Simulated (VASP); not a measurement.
Cl: single point with PBE

The system is Cl.

```
Cl
1.0
     0.00000    1.95125    1.95125
     1.95125    0.00000    1.95125
     1.95125    1.95125    0.00000
Cl
1
Direct
  0.00000 0.00000 0.00000
```

This cell differs from its parent crystal: volume scaled by 0.7.

```
Program             : VASP 6.6.1
Task                : single point
Functional          : PBE
Potentials or basis : VASP PAW PBE potentials, release 64 (Cl)
Cutoff              : 520 eV
k mesh              : 15 × 15 × 15
Occupations         : fermi-dirac, width 0.05 eV
Spin                : no spin polarisation
```

| Quantity | Value |
| --- | --- |
| Pressure | 26.9 GPa |

Levels at points of the mesh, in eV from the Fermi level:
| k point | band 1 | band 2 | band 3 | band 4 | band 5 | band 6 | band 7 | band 8 | band 9 |
| --- | --- | --- | --- | --- | --- | --- | --- | --- | --- |
| (0.00, 0.00, 0.00) | -18.39 | 1.51 | 1.51 | 1.51 | 13.32 | 13.82 | 13.82 | 13.82 | 19.12 |

Wall time 33 s on 1 thread of AMD EPYC 7571 (shared host), peak memory 0.11 GiB.

Caveat: an odd number of electrons without spin polarisation forces a metal; a magnetic or distorted state may lie lower.
